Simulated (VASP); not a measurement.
# Al3VN4 (Pm-3m) in VASP: further runs

The runs below take Al3VN4 through single point, relaxation of cell and atoms, with PBE.

Everything below comes from runs of VASP 6.6.1. Logs are shortened: lines on timing, memory, paths and dates and some standing lists are left out, and cuts for length are marked.

## 1. The cell of the first run

It takes space group Pm-3m (No. 221, cubic). Conventional cell: a = 4.108 Å, b = 4.108 Å, c = 4.108 Å, α = 90.00°, β = 90.00°, γ = 90.00°. Within 2.7 Å of Al (site symmetry 4/mmm) lie 6 N at 2.05 Å. V (site symmetry m-3m) has 6 N at 2.05 Å within 2.7 Å. Within 2.7 Å of N (site symmetry 4/mmm) lie 4 Al at 2.05 Å and 2 V at 2.05 Å. Within 2.7 Å of N (site symmetry m-3m) lie 6 Al at 2.05 Å.

## 2. Single point, PBE, collinear spin, ferromagnetic start

INCAR reads:

```
PREC = Accurate
ENCUT = 520
EDIFF = 1E-6
ISMEAR = 0
SIGMA = 0.1
LREAL = F
LASPH = T
NELM = 150
ALGO = Normal
ISIF = 2
LWAVE = F
LCHARG = T
ISPIN = 2
MAGMOM = 0 0 0 2 0 0 0 0
LORBIT = 11
LMAXMIX = 4
GGA = PE
LELF = T
LVHAR = T
NBANDS = 35
```

KPOINTS reads:

```
regular mesh
0
Gamma
  4 4 4
```

POSCAR reads:

```
Al3VN4
1.0
    4.1077747729      0.0000000000      0.0000000000
    0.0000000000      4.1077747729      0.0000000000
    0.0000000000      0.0000000000      4.1077747729
Al V N
3 1 4
Direct
    0.5000000000      0.0000000000      0.5000000000
    0.5000000000      0.5000000000      0.0000000000
    0.0000000000      0.5000000000      0.5000000000
    0.0000000000      0.0000000000      0.0000000000
    0.0000000000      0.5000000000      0.0000000000
    0.5000000000      0.5000000000      0.5000000000
    0.0000000000      0.0000000000      0.5000000000
    0.5000000000      0.0000000000      0.0000000000
```

Potentials or basis: VASP PAW PBE potentials, release 64 (Al, V_sv, N).

The run is started by

```bash
cat potpaw_PBE.64/Al/POTCAR potpaw_PBE.64/V_sv/POTCAR potpaw_PBE.64/N/POTCAR > POTCAR
mpirun -np 1 vasp_std > vasp.out
```

OUTCAR:

```text
PREC = Accurate
   ENCUT = 520
   EDIFF = 1E-6
   ISMEAR = 0
   LREAL = F
   LASPH = T
   NELM = 150
   ISIF = 2
   ISPIN = 2
   LORBIT = 11
   GGA = PE

 ion  position               nearest neighbor table
   1  0.500  0.000  0.500-   6 2.05   7 2.05   8 2.05   8 2.05   6 2.05   7 2.05   2 2.90   4 2.90
                             2 2.90   2 2.90   3 2.90   3 2.90   2 2.90   3 2.90   4 2.90   4 2.90
   2  0.500  0.500  0.000-   5 2.05   6 2.05   8 2.05   6 2.05   8 2.05   5 2.05   1 2.90   3 2.90
                             1 2.90   1 2.90   4 2.90   3 2.90   1 2.90   3 2.90   4 2.90   4 2.90
   3  0.000  0.500  0.500-   5 2.05   6 2.05   7 2.05   5 2.05   7 2.05   6 2.05   2 2.90   4 2.90
                             1 2.90   1 2.90   4 2.90   2 2.90   4 2.90   1 2.90   2 2.90   4 2.90
   4  0.000  0.000  0.000-   5 2.05   7 2.05   8 2.05   7 2.05   5 2.05   8 2.05   1 2.90   3 2.90
                             1 2.90   2 2.90   3 2.90   2 2.90   3 2.90   1 2.90   2 2.90   3 2.90
   5  0.000  0.500  0.000-   2 2.05   3 2.05   4 2.05   3 2.05   4 2.05   2 2.05
   6  0.500  0.500  0.500-   1 2.05   2 2.05   3 2.05   2 2.05   1 2.05   3 2.05
   7  0.000  0.000  0.500-   1 2.05   3 2.05   4 2.05   4 2.05   3 2.05   1 2.05
   8  0.500  0.000  0.000-   1 2.05   2 2.05   4 2.05   1 2.05   2 2.05   4 2.05

  LATTYP: Found a simple cubic cell.
 ALAT       =     4.1077747729

  Lattice vectors:

 A1 = (   4.1077747729,   0.0000000000,   0.0000000000)
 A2 = (   0.0000000000,   4.1077747729,   0.0000000000)
 A3 = (   0.0000000000,   0.0000000000,   4.1077747729)

Analysis of symmetry for initial positions (statically):
=====================================================================
 Subroutine PRICEL returns:
 Original cell was already a primitive cell.

 Routine SETGRP: Setting up the symmetry group for a
 simple cubic supercell.

 Subroutine GETGRP returns: Found 48 space group operations
 (whereof 48 operations were pure point group operations)
 out of a pool of 48 trial point group operations.

The static configuration has the point symmetry O_h .

Analysis of symmetry for dynamics (positions and initial velocities):
=====================================================================
 Subroutine PRICEL returns:
 Original cell was already a primitive cell.

 Routine SETGRP: Setting up the symmetry group for a
 simple cubic supercell.

 Subroutine GETGRP returns: Found 48 space group operations
 (whereof 48 operations were pure point group operations)
 out of a pool of 48 trial point group operations.

The dynamic configuration has the point symmetry O_h .

Analysis of structural, dynamic, and magnetic symmetry:
=====================================================================
 Subroutine PRICEL returns:
 Original cell was already a primitive cell.

 Routine SETGRP: Setting up the symmetry group for a
 simple cubic supercell.

 Subroutine GETGRP returns: Found 48 space group operations
 (whereof 48 operations were pure point group operations)
 out of a pool of 48 trial point group operations.

The overall configuration has the point symmetry O_h .

 Subroutine INISYM returns: Found 48 space group operations
 (whereof 48 operations are pure point group operations),
 and found     1 'primitive' translations

----------------------------------------------------------------------------------------

                                     Primitive cell

  volume of cell :      69.3138

  direct lattice vectors                    reciprocal lattice vectors
     4.107774773  0.000000000  0.000000000     0.243440806  0.000000000  0.000000000
     0.000000000  4.107774773  0.000000000     0.000000000  0.243440806  0.000000000
     0.000000000  0.000000000  4.107774773     0.000000000  0.000000000  0.243440806

  length of vectors
     4.107774773  4.107774773  4.107774773     0.243440806  0.243440806  0.243440806

  position of ions in fractional coordinates (direct lattice)
     0.500000000  0.000000000  0.500000000
     0.500000000  0.500000000  0.000000000
     0.000000000  0.500000000  0.500000000
     0.000000000  0.000000000  0.000000000
     0.000000000  0.500000000  0.000000000
     0.500000000  0.500000000  0.500000000
     0.000000000  0.000000000  0.500000000
     0.500000000  0.000000000  0.000000000

  ion indices of the primitive-cell ions
   primitive index   ion index
                 1           1
                 2           2
                 3           3
                 4           4
                 5           5
                 6           6
                 7           7
                 8           8

----------------------------------------------------------------------------------------

 KPOINTS: regular mesh

Automatic generation of k-mesh.
 Grid dimensions read from file:
 generate k-points for:    4    4    4

 Generating k-lattice:

  Cartesian coordinates                     Fractional coordinates (reciprocal lattice)
     0.060860201  0.000000000  0.000000000     0.250000000  0.000000000  0.000000000
     0.000000000  0.060860201  0.000000000     0.000000000  0.250000000  0.000000000
     0.000000000  0.000000000  0.060860201     0.000000000  0.000000000  0.250000000

  Length of vectors
     0.060860201  0.060860201  0.060860201

  Shift w.r.t. Gamma in fractional coordinates (k-lattice)
     0.000000000  0.000000000  0.000000000

 Subroutine IBZKPT returns following result:
 ===========================================

 Found     10 irreducible k-points:

 Following reciprocal coordinates:
            Coordinates               Weight
  0.000000  0.000000  0.000000      1.000000
  0.250000  0.000000  0.000000      6.000000
  0.500000  0.000000  0.000000      3.000000
  0.250000  0.250000  0.000000     12.000000
  0.500000  0.250000  0.000000     12.000000
  0.500000  0.500000  0.000000      3.000000
  0.250000  0.250000  0.250000      8.000000
  0.500000  0.250000  0.250000     12.000000
  0.500000  0.500000  0.250000      6.000000
  0.500000  0.500000  0.500000      1.000000
   k-points           NKPTS =     10   k-points in BZ     NKDIM =     10   number of bands    NBANDS=     35
   number of dos      NEDOS =    301   number of ions     NIONS =      8
   total plane-waves  NPLWV =  32768
   dimension x,y,z NGX =    32 NGY =   32 NGZ =   32
   dimension x,y,z NGXF=    64 NGYF=   64 NGZF=   64
   ions per type =               3   1   4
   NGX,Y,Z   is equivalent  to a cutoff of  12.95, 12.95, 12.95 a.u.
   NGXF,Y,Z  is equivalent  to a cutoff of  25.90, 25.90, 25.90 a.u.
 SYSTEM =  unknown system
   PREC   = accura    normal or accurate (medium, high low for compatibility)
   ISTART =      0    job   : 0-new  1-cont  2-samecut
   ICHARG =      2    charge: 1-file 2-atom 10-const
   ISPIN  =      2    spin polarized calculation?
   LNONCOLLINEAR =      F non collinear calculations
   LSORBIT =      F    spin-orbit coupling
   LASPH  =      T    aspherical Exc in radial PAW
   ENCUT  =  520.0 eV  38.22 Ry    6.18 a.u.   7.64  7.64  7.64*2*pi/ulx,y,z
   NELM   =    150;   NELMIN=  2; NELMDL= -5     # of ELM steps
   EDIFF  = 0.1E-05   stopping-criterion for ELM
   LREAL  =      F    real-space projection
   EDIFFG = 0.1E-04   stopping-criterion for IOM
   NSW    =      0    number of steps for IOM
   IBRION =     -1    ionic relax: 0-MD 1-quasi-New 2-CG
   NFREE  =      0    steps in history (QN), initial steepest desc. (CG)
   ISIF   =      2    stress and relaxation
   ISYM   =      2    0-nonsym 1-usesym 2-fastsym
   POTIM  = 0.5000    time-step for ionic-motion
   TEBEG  =    0.0;   TEEND  =   0.0 temperature during run
   PSTRESS=    0.0 pullay stress
   NELECT =      42.0000    total number of electrons
   NUPDOWN=      -1.0000    fix difference up-down
   EMIN   =  10.00;   EMAX   =-10.00  energy-range for DOS
   EFERMI =   0.00;   METHOD = LEGACY
   ISMEAR =     0;   SIGMA  =   0.10  broadening in eV -4-tet -1-fermi 0-gaus
   EFERMI_NEDOS =   21; number of points for ismear=-14 and -15
   IALGO  =     38    algorithm
   IMIX   =      4    mixing-type and parameters
     AMIX     =   0.40;   BMIX     =  1.00
     AMIX_MAG =   1.60;   BMIX_MAG =  1.00
  volume/ion in A,a.u.               =       8.66        58.47
  Fermi-wavevector in a.u.,A,eV,Ry     =   1.385324  2.617882 26.111241  1.919122
  Thomas-Fermi vector in A             =   2.509745
   LORBIT       =     11    0 simple, 1 ext, 2 COOP (PROOUT), +10 PAW based schemes
   GGA     = PE    functional components
   LHFCALC =     F    Hartree Fock is set to
   AEXX    =    0.0000 exact exchange contribution
   IVDW    =     0    specifies the selected vdW correction
   LEPSILON=     F    determine dielectric tensor
   LRPA    =     F    only Hartree local field effects (RPA)
 spin polarized calculation
 Gauss-broadening in eV      SIGMA  =   0.10
  energy-cutoff  :      520.00
  volume of cell :       69.31
 maximum number of plane-waves:      1888
 NGX is ok and might be reduce to    32
   NGX = 15   NGY = 15   NGZ = 15

 number of electron      41.9999997 magnetization       1.6250093

 Free energy of the ion-electron system (eV)
  ---------------------------------------------------
  ext. energy  EPLUGINS =         0.00000000
  ---------------------------------------------------
  free energy    TOTEN  =       -62.05649294 eV

  energy without entropy =      -62.04414356  energy(sigma->0) =      -62.05031825

 E-fermi :  11.6644     XC(G=0): -12.4585

 val. band max:       11.4022690314   @ k =   0.5000   0.2500   0.2500
 cond. band min:      11.7157730356   @ k =   0.5000   0.5000   0.0000
 fundamental gap:      0.3135040042
 Fermi energy:        11.6644368881

 spin component 1

 k-point     1 :       0.0000    0.0000    0.0000
  band No.  band energies     occupation
      1     -54.0081      1.00000
      2     -27.9105      1.00000
      3     -27.9105      1.00000
      4     -27.9105      1.00000
      5      -7.3734      1.00000
      6      -4.0506      1.00000
[... 25 lines left out ...]
     32      20.7897      0.00000
     33      23.0003      0.00000
[... 292 lines left out ...]
      2     -27.9210      1.00000
      3     -27.9209      1.00000
      4     -27.9209      1.00000
      5      -4.6285      1.00000
      6      -4.2234      1.00000
[... 25 lines left out ...]
     32      19.9700      0.00000
     33      20.0582      0.00000
 Fermi energy:        11.6644368881

 spin component 2

 k-point     1 :       0.0000    0.0000    0.0000
  band No.  band energies     occupation
      1     -52.6077      1.00000
      2     -26.5310      1.00000
      3     -26.5310      1.00000
      4     -26.5310      1.00000
      5      -7.3149      1.00000
      6      -3.9946      1.00000
[... 25 lines left out ...]
     32      21.5346      0.00000
     33      23.0765      0.00000
[... 292 lines left out ...]
      2     -26.5438      1.00000
      3     -26.5438      1.00000
      4     -26.5438      1.00000
      5      -4.6289      1.00000
      6      -4.1590      1.00000
[... 25 lines left out ...]
     32      20.0328      0.00000
     33      20.0749      0.00000
 [bands above 33 left out]

------------------------ aborting loop because EDIFF is reached ----------------------------------------

  FORCE on cell =-STRESS in cart. coord.  units (eV):
  Direction    XX          YY          ZZ          XY          YZ          ZX
  --------------------------------------------------------------------------------------
  -------------------------------------------------------------------------------------
  Total       -0.0894735     -0.0894735     -0.0894735      0.0000000      0.0000000     -0.0000000
  in kB       -2.0681642     -2.0681642     -2.0681642      0.0000000      0.0000000     -0.0000000
  external PRESSURE =      -2.0681642 kB  Pullay stress =       0.0000000 kB

 VOLUME and BASIS-vectors are now :
 -----------------------------------------------------------------------------
  energy-cutoff  :      520.00
  volume of cell :       69.31
      direct lattice vectors                 reciprocal lattice vectors
     4.107774773  0.000000000  0.000000000     0.243440806  0.000000000  0.000000000
     0.000000000  4.107774773  0.000000000     0.000000000  0.243440806  0.000000000
     0.000000000  0.000000000  4.107774773     0.000000000  0.000000000  0.243440806

 POSITION                                       TOTAL-FORCE (eV/Angst)
 -----------------------------------------------------------------------------------
      2.05389      0.00000      2.05389         0.000000      0.000000      0.000000
      2.05389      2.05389      0.00000         0.000000      0.000000      0.000000
      0.00000      2.05389      2.05389         0.000000      0.000000      0.000000
      0.00000      0.00000      0.00000         0.000000      0.000000      0.000000
      0.00000      2.05389      0.00000         0.000000      0.000000      0.000000
      2.05389      2.05389      2.05389         0.000000      0.000000      0.000000
      0.00000      0.00000      2.05389         0.000000      0.000000      0.000000
      2.05389      0.00000      0.00000         0.000000      0.000000      0.000000
 -----------------------------------------------------------------------------------
    total drift:                                0.000000      0.000000      0.000000

  FREE ENERGIE OF THE ION-ELECTRON SYSTEM (eV)
  ---------------------------------------------------
  free  energy   TOTEN  =       -62.0564929413 eV

  energy  without entropy=      -62.0441435650  energy(sigma->0) =      -62.05031825

 total charge

# of ion       s       p       d       tot
------------------------------------------
    1        0.310   0.376   0.000   0.686
    2        0.310   0.376   0.000   0.686
    3        0.310   0.376   0.000   0.686
    4        2.256   6.300   3.124  11.680
    5        1.226   2.591   0.000   3.817
    6        1.219   2.610   0.000   3.828
    7        1.226   2.591   0.000   3.817
    8        1.226   2.591   0.000   3.817
--------------------------------------------------
tot          8.084  17.809   3.124  29.017

 magnetization (x)

# of ion       s       p       d       tot
------------------------------------------
    1        0.005   0.000   0.000   0.005
    2        0.005   0.000   0.000   0.005
    3        0.005   0.000   0.000   0.005
    4        0.010   0.011   1.360   1.381
    5       -0.000   0.014   0.000   0.014
    6        0.000  -0.002   0.000  -0.002
    7       -0.000   0.014   0.000   0.014
    8       -0.000   0.014   0.000   0.014
--------------------------------------------------
tot          0.023   0.052   1.360   1.435
```

Run time: 29 s. Hardware: 1 thread of Intel Xeon Platinum 8488C (Sapphire Rapids), shared host; peak memory 0.21 GiB.

What came out:

- Free energy: -62.0565 eV
- Pressure: -0.2 GPa
- Net moment: 1.63 μB per cell
- Site moments: Al +0.01; V +1.38; N +0.01, -0.00 (each value once) μB
- Valence electrons inside the program's atomic spheres: Al 0.69; V 11.68; N 3.82, 3.83 (each value once)

Caveat: the k points lie up to 0.38 Å⁻¹ apart.

(Part 1 of 2 ends here.)
